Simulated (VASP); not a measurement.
# B (P-4m2) in VASP: further runs, part 3 of 3

VASP 6.6.1. Earlier steps stand in the parts before.

## (5) Relaxation of cell and atoms, PBE

This run uses another cell than the first one, of 9.90 Å³/atom, 1.050 times its volume.

INCAR reads:

```
ALGO = Normal
EDIFF = 1E-6
EDIFFG = -0.04
ENCUT = 600
GGA = PE
IBRION = 2
ISIF = 3
ISMEAR = 0
LASPH = T
LCHARG = F
LREAL = F
LWAVE = F
NELM = 100
NSW = 90
PREC = Accurate
SIGMA = 0.1
```

KPOINTS reads:

```
k-points
0
Gamma
  4 4 6
```

POSCAR reads:

```
B
1.0
    3.7633097600      0.0000000000      0.0000000000
    0.0000000000      3.7633097600      0.0000000000
    0.0000000000      0.0000000000      3.4949196900
B
5
Direct
    0.0000000000      0.2696323400      0.6193693800
    0.2696323400      0.0000000000      0.3806306200
    0.7303676600      0.0000000000      0.3806306200
    0.0000000000      0.7303676600      0.6193693800
    0.0000000000      0.0000000000      0.0000000000
```

Potentials or basis: VASP PAW PBE potentials, release 64 (B).

Run with:

```console
$ cat potpaw_PBE.64/B/POTCAR > POTCAR
$ mpirun -np 1 vasp_std > vasp.out
```

OUTCAR:

```text
EDIFF = 1E-6
   EDIFFG = -0.04
   ENCUT = 600
   GGA = PE
   IBRION = 2
   ISIF = 3
   ISMEAR = 0
   LASPH = T
   LREAL = F
   NELM = 100
   NSW = 90
   PREC = Accurate

 ion  position               nearest neighbor table
   1  0.000  0.270  0.619-   2 1.66   3 1.66   5 1.67   4 1.73   4 2.03
   2  0.270  0.000  0.381-   1 1.66   4 1.66   5 1.67   3 1.73   3 2.03
   3  0.730  0.000  0.381-   1 1.66   4 1.66   5 1.67   2 1.73   2 2.03
   4  0.000  0.730  0.619-   2 1.66   3 1.66   5 1.67   1 1.73   1 2.03
   5  0.000  0.000  0.000-   1 1.67   2 1.67   3 1.67   4 1.67

  LATTYP: Found a simple tetragonal cell.
 ALAT       =     3.7633097600
 C/A-ratio  =     0.9286824399

  Lattice vectors:

 A1 = (   3.7633097600,   0.0000000000,   0.0000000000)
 A2 = (   0.0000000000,   3.7633097600,   0.0000000000)
 A3 = (   0.0000000000,   0.0000000000,   3.4949196900)

Analysis of symmetry for initial positions (statically):
=====================================================================
 Subroutine PRICEL returns:
 Original cell was already a primitive cell.

 Routine SETGRP: Setting up the symmetry group for a
 simple tetragonal supercell.

 Subroutine GETGRP returns: Found  8 space group operations
 (whereof  8 operations were pure point group operations)
 out of a pool of 16 trial point group operations.

The static configuration has the point symmetry D_2d.

Analysis of symmetry for dynamics (positions and initial velocities):
=====================================================================
 Subroutine PRICEL returns:
 Original cell was already a primitive cell.

 Routine SETGRP: Setting up the symmetry group for a
 simple tetragonal supercell.

 Subroutine GETGRP returns: Found  8 space group operations
 (whereof  8 operations were pure point group operations)
 out of a pool of 16 trial point group operations.

The dynamic configuration has the point symmetry D_2d.

 Subroutine INISYM returns: Found  8 space group operations
 (whereof  8 operations are pure point group operations),
 and found     1 'primitive' translations

----------------------------------------------------------------------------------------

                                     Primitive cell

  volume of cell :      49.4968

  direct lattice vectors                    reciprocal lattice vectors
     3.763309760  0.000000000  0.000000000     0.265723542  0.000000000  0.000000000
     0.000000000  3.763309760  0.000000000     0.000000000  0.265723542  0.000000000
     0.000000000  0.000000000  3.494919690     0.000000000  0.000000000  0.286129608

  length of vectors
     3.763309760  3.763309760  3.494919690     0.265723542  0.265723542  0.286129608

  position of ions in fractional coordinates (direct lattice)
     0.000000000  0.269632340  0.619369380
     0.269632340  0.000000000  0.380630620
     0.730367660  0.000000000  0.380630620
     0.000000000  0.730367660  0.619369380
     0.000000000  0.000000000  0.000000000

  ion indices of the primitive-cell ions
   primitive index   ion index
                 1           1
                 2           2
                 3           3
                 4           4
                 5           5

----------------------------------------------------------------------------------------

[... 25 lines left out ...]
            Coordinates               Weight
  0.000000  0.000000  0.000000      1.000000
  0.250000  0.000000  0.000000      4.000000
  0.500000  0.000000  0.000000      2.000000
  0.250000  0.250000  0.000000      4.000000
  0.500000  0.250000  0.000000      4.000000
  0.500000  0.500000  0.000000      1.000000
[... 16 lines left out ...]
  0.500000  0.250000  0.500000      4.000000
  0.500000  0.500000  0.500000      1.000000
   k-points           NKPTS =     24   k-points in BZ     NKDIM =     24   number of bands    NBANDS=     11
   number of dos      NEDOS =    301   number of ions     NIONS =      5
   total plane-waves  NPLWV =  25200
   dimension x,y,z NGX =    30 NGY =   30 NGZ =   28
   dimension x,y,z NGXF=    60 NGYF=   60 NGZF=   56
   ions per type =               5
   NGX,Y,Z   is equivalent  to a cutoff of  13.25, 13.25, 13.32 a.u.
   NGXF,Y,Z  is equivalent  to a cutoff of  26.51, 26.51, 26.64 a.u.
 SYSTEM =  unknown system
   PREC   = accura    normal or accurate (medium, high low for compatibility)
   ISTART =      0    job   : 0-new  1-cont  2-samecut
   ICHARG =      2    charge: 1-file 2-atom 10-const
   ISPIN  =      1    spin polarized calculation?
   LNONCOLLINEAR =      F non collinear calculations
   LSORBIT =      F    spin-orbit coupling
   LASPH  =      T    aspherical Exc in radial PAW
   ENCUT  =  600.0 eV  44.10 Ry    6.64 a.u.   7.52  7.52  6.98*2*pi/ulx,y,z
   NELM   =    100;   NELMIN=  2; NELMDL= -5     # of ELM steps
   EDIFF  = 0.1E-05   stopping-criterion for ELM
   LREAL  =      F    real-space projection
   EDIFFG = -.4E-01   stopping-criterion for IOM
   NSW    =     90    number of steps for IOM
   IBRION =      2    ionic relax: 0-MD 1-quasi-New 2-CG
   NFREE  =      1    steps in history (QN), initial steepest desc. (CG)
   ISIF   =      3    stress and relaxation
   ISYM   =      2    0-nonsym 1-usesym 2-fastsym
   POTIM  = 0.5000    time-step for ionic-motion
   TEBEG  =    0.0;   TEEND  =   0.0 temperature during run
   PSTRESS=    0.0 pullay stress
   NELECT =      15.0000    total number of electrons
   NUPDOWN=      -1.0000    fix difference up-down
   EMIN   =  10.00;   EMAX   =-10.00  energy-range for DOS
   EFERMI =   0.00;   METHOD = LEGACY
   ISMEAR =     0;   SIGMA  =   0.10  broadening in eV -4-tet -1-fermi 0-gaus
   EFERMI_NEDOS =   21; number of points for ismear=-14 and -15
   IALGO  =     38    algorithm
   IMIX   =      4    mixing-type and parameters
     AMIX     =   0.40;   BMIX     =  1.00
     AMIX_MAG =   1.60;   BMIX_MAG =  1.00
  volume/ion in A,a.u.               =       9.90        66.80
  Fermi-wavevector in a.u.,A,eV,Ry     =   1.099629  2.077998 16.451948  1.209184
  Thomas-Fermi vector in A             =   2.236027
   LORBIT       =      0    0 simple, 1 ext, 2 COOP (PROOUT), +10 PAW based schemes
   GGA     = PE    functional components
   LHFCALC =     F    Hartree Fock is set to
   AEXX    =    0.0000 exact exchange contribution
   IVDW    =     0    specifies the selected vdW correction
   LEPSILON=     F    determine dielectric tensor
   LRPA    =     F    only Hartree local field effects (RPA)
 conjugate gradient relaxation of ions
 non-spin polarized calculation
 Gauss-broadening in eV      SIGMA  =   0.10
  energy-cutoff  :      600.00
  volume of cell :       49.50
 maximum number of plane-waves:      1664
   NGX = 15   NGY = 15   NGZ = 13

--------------------------------------- Ionic step        1  -------------------------------------------

 number of electron      14.9999999 magnetization

 Free energy of the ion-electron system (eV)
  ---------------------------------------------------
  ext. energy  EPLUGINS =         0.00000000
  ---------------------------------------------------
  free energy    TOTEN  =       -27.47157915 eV

  energy without entropy =      -27.46658602  energy(sigma->0) =      -27.46908259

------------------------ aborting loop because EDIFF is reached ----------------------------------------

  FORCE on cell =-STRESS in cart. coord.  units (eV):
  Direction    XX          YY          ZZ          XY          YZ          ZX
  --------------------------------------------------------------------------------------
  -------------------------------------------------------------------------------------
  Total        1.9983256      1.9983256      8.4949765      0.0000000      0.0000000      0.0000000
  in kB       64.6844225     64.6844225    274.9765309      0.0000000      0.0000000      0.0000000
  external PRESSURE =     134.7817919 kB  Pullay stress =       0.0000000 kB
[... 776 lines left out ...]
 k-point    24 :       0.5000    0.5000    0.5000
  band No.  band energies     occupation
      1      -9.6752      2.00000
      2      -6.6561      2.00000
      3      -3.9285      2.00000
      4      -3.9285      2.00000
      5      -1.2832      2.00000
      6      -1.2832      2.00000
      7       0.4407      2.00000
      8       1.1557      2.00000
      9       5.4908      0.00000
     10       8.5476      0.00000
     11       8.5476      0.00000

[... ionic steps 4 to 25 ...]

--------------------------------------- Ionic step       26  -------------------------------------------

 number of electron      15.0000000 magnetization

------------------------ aborting loop because EDIFF is reached ----------------------------------------
[... 73 lines left out ...]
--------------------------------------- Ionic step       28  -------------------------------------------

 number of electron      15.0000000 magnetization

 Free energy of the ion-electron system (eV)
  ---------------------------------------------------
  ext. energy  EPLUGINS =         0.00000000
  ---------------------------------------------------
  free energy    TOTEN  =       -30.57286050 eV

  energy without entropy =      -30.56817172  energy(sigma->0) =      -30.57051611

 E-fermi :   3.7073     XC(G=0): -10.1993

 val. band max:        3.6658643924   @ k =   0.5000   0.2500   0.0000
 cond. band min:       3.7584850271   @ k =   0.0000   0.0000   0.5000
 fundamental gap:      0.0926206347
 Fermi energy:         3.7072813966
[... 366 lines left out ...]
  FREE ENERGIE OF THE ION-ELECTRON SYSTEM (eV)
  ---------------------------------------------------
  free  energy   TOTEN  =       -30.5728605040 eV

  energy  without entropy=      -30.5681717247  energy(sigma->0) =      -30.57051611

 reached required accuracy - stopping structural energy minimisation
```

It took 98 s on 1 thread of AMD EPYC 9R45 (Zen 5), shared host; peak memory 0.13 GiB.

What came out:

| Item | Value |
| --- | --- |
| Free energy | -30.5729 eV |
| Relaxed volume | 9.46 Å³/atom |
| Relaxed cell | a = 3.321 Å, b = 3.321 Å, c = 4.287 Å, α = 90.00°, β = 90.00°, γ = 90.00° |
| Space group after relaxing (to 0.05 Å) | P-4m2 (No. 115) |
| Energy gained by relaxing | 620.3 meV/atom |
| Ionic steps | 28 |
| Pressure after relaxing | 0.0 GPa |
| Largest force after relaxing | 0.012 eV/Å |

Forces in eV/Å, atoms in the order of the input:
```
B    0.000  0.008  0.009
B    0.008  0.000 -0.009
B   -0.008  0.000 -0.009
B    0.000 -0.008  0.009
B    0.000  0.000  0.000
```

Stress tensor (GPa, compression positive):
```
 0.04  0.00  0.00
 0.00  0.04  0.00
 0.00  0.00 -0.23
```

Step by step:
```
step  energy change (eV)  largest force (eV/Å)  pressure (GPa)  volume (Å³)
   1              0.0000                3.2109           13.48        49.50
   2              0.4153                5.4476           -1.15        55.64
   3             -0.5736                0.5145            1.48        52.11
   4             -0.5739                0.4673            1.63        52.05
   5             -0.6159                0.3191           -0.63        52.88
   6             -0.7098                0.2267           -5.67        55.13
   7             -0.9686                1.1696          -12.92        59.74
   8              0.5314                3.1435          -14.12        69.43
   9             -0.9239                1.3850          -13.03        60.42
  10             -0.9266                1.3914          -13.08        60.47
  11             -0.9338                1.4077          -13.25        60.61
  12             -0.9449                1.4376          -13.54        60.90
  13             -0.9541                1.4990          -14.05        61.48
  14             -0.9693                1.4955          -14.03        61.41
  15             -1.0146                1.4830          -13.99        61.22
  16             -1.1046                1.4596          -13.91        60.84
  17             -1.2812                1.4097          -13.69        60.09
  18             -1.6185                1.3090          -13.02        58.59
  19             -2.2140                1.0167          -11.28        55.62
  20             -2.9610                0.9360           -3.61        49.84
  21             -2.9864                1.6229            0.49        48.19
  22             -2.9902                1.3740           -0.92        48.72
  23             -3.0704                0.5540           -1.43        48.24
  24             -3.0852                0.4161           -1.40        47.94
  25             -3.0952                0.2638           -0.96        47.69
  26             -3.1011                0.0298           -0.25        47.33
  27             -3.1011                0.0221           -0.23        47.32
  28             -3.1013                0.0123           -0.05        47.29
```

Final structure:
```
B
1.0
     3.32124    0.00000    0.00000
     0.00000    3.32124    0.00000
     0.00000    0.00000    4.28711
B
5
Direct
  0.00000 0.25078 0.65699
  0.25078 0.00000 0.34301
  0.74922 0.00000 0.34301
  0.00000 0.74922 0.65699
  0.00000 0.00000 0.00000
```

Caveat: the k points lie up to 0.47 Å⁻¹ apart in the final cell.

## (6) The runs side by side

```tsv
task	cell	k mesh	cutoff (eV)	gap on the mesh (eV)	pressure (GPa)	relaxed volume (Å³/atom)	largest force (eV/Å)
single point	a = 3.312, b = 3.312, c = 4.298 Å, 5 atoms	12 × 12 × 10	520	none	0.0	-	0.01
relaxation of cell and atoms	relaxed from a = 3.309, b = 3.309, c = 4.305 Å, 5 atoms	12 × 12 × 10	600	none	0.1	9.42	-
single point	a = 3.322, b = 3.322, c = 4.285 Å, 5 atoms	4 × 4 × 6	520	none	0.0	-	0.02
relaxation of cell and atoms	relaxed from a = 3.763, b = 3.763, c = 3.495 Å, 5 atoms	4 × 4 × 6	600	none	0.0	9.46	0.01
```

Alike in all rows: level PBE; potentials or basis VASP PAW PBE potentials, release 64 (B); no spin polarisation; smearing gaussian 0.1 eV.

Caveats: some runs use coarse meshes.

Total energies depend on the potentials used, so only differences within one code and one set of settings carry meaning.
